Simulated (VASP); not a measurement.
The system is Sc2Ta.

```
CELL_PARAMETERS angstrom
3.15000 0.00000 0.00000
-1.57500 2.72798 0.00000
0.00000 0.00000 14.30000
ATOMIC_POSITIONS crystal
Sc 0.33333 0.66667 0.41667
Sc 0.66667 0.33333 0.58333
Sc 0.33333 0.66667 0.75000
Sc 0.66667 0.33333 0.25000
Ta 0.33333 0.66667 0.08333
Ta 0.66667 0.33333 0.91667
```

- Program: VASP 6.6.1
- Task: relaxation of cell and atoms
- Functional: PBE
- Potentials or basis: VASP PAW PBE potentials, release 64 (Sc_sv, Ta_pv)
- Cutoff: 600 eV
- k mesh: 6 × 6 × 2
- Occupations: gaussian, width 0.2 eV
- Spin: no spin polarisation

At the start: pressure 4.4 GPa; volume 20.48 Å³/atom.

Question: How do energy, volume and symmetry change on relaxing?

Answer: Over 10 steps the energy falls by 72.4 meV/atom and the volume is 21.83 Å³/atom (+6.6 %); space group P-3m1 (No. 164, to 0.05 Å).

Step by step:
```csv
step,energy change (eV),largest force (eV/Å),pressure (GPa),volume (Å³)
1,0.0000,0.7561,4.38,122.88
2,-0.2148,0.6997,-2.78,133.02
3,-0.2174,0.7029,-2.12,131.91
4,-0.3388,0.5267,-0.53,129.95
5,-0.3626,0.4215,0.56,128.68
6,-0.3931,0.3138,0.02,129.75
7,-0.4232,0.1440,-1.09,132.30
8,-0.4271,0.1477,1.05,129.77
9,-0.4323,0.1188,0.11,130.84
10,-0.4344,0.0788,0.04,130.97
```

Final structure:
```cif
data_structure
_symmetry_space_group_name_H-M 'P 1'
_symmetry_Int_Tables_number 1
_cell_length_a 3.1258
_cell_length_b 3.1258
_cell_length_c 15.4782
_cell_angle_alpha 90.000
_cell_angle_beta 90.000
_cell_angle_gamma 120.000
_cell_volume 130.97
loop_
_atom_site_label
_atom_site_type_symbol
_atom_site_fract_x
_atom_site_fract_y
_atom_site_fract_z
_atom_site_occupancy
Sc1 Sc 0.33333 0.66667 0.41506 1
Sc2 Sc 0.66667 0.33333 0.58494 1
Sc3 Sc 0.33333 0.66667 0.76572 1
Sc4 Sc 0.66667 0.33333 0.23428 1
Ta1 Ta 0.33333 0.66667 0.07751 1
Ta2 Ta 0.66667 0.33333 0.92249 1
```

Caveat: the k points lie up to 0.39 Å⁻¹ apart in the final cell; the relaxation stopped at a loose force limit of 0.08 eV/Å, so its end isn't a converged minimum.
